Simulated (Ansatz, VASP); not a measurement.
**TeMo2 in VASP and in Ansatz**

```xyz
3
Lattice="0.0000 3.1197 3.1197 3.1197 0.0000 3.1197 3.1197 3.1197 0.0000" Properties=species:S:1:pos:R:3 pbc="T T T"
Te    0.0000    0.0000    0.0000
Mo    1.5599    1.5599    1.5599
Mo    4.6796    4.6796    4.6796
```

Change from the starting cell: species swapped into the Ga2Pt type (Fm-3m, No. 225).

Alike in both runs: functional PBE; k mesh 5 × 5 × 5; occupations gaussian, width 0.2 eV; no spin polarisation.

Ansatz relaxed the structure, and its values are those at the end. VASP's run is a single point on that final structure, the one shown.

```csv
,VASP,Ansatz
version,VASP 6.6.1,Ansatz 0.2.0
potentials or method,"VASP PAW PBE potentials, release 64 (Te, Mo_sv), cutoff 500 eV","scalar-relativistic, plane waves, PAW"
valence electrons in the cell,34,44
```

```csv
,VASP,Ansatz,Ansatz less VASP
gap on the k mesh at the Fermi level (eV),none,none,-
pressure (GPa),0.0,-0.1,-0.06
```

A gap of «none» marks a metal or a gap that the smearing closes. VASP's potentials hold 34 valence electrons a cell and Ansatz's 44, so a difference there can come from the potentials and not from the codes.

Neither program's run includes spin-orbit coupling.
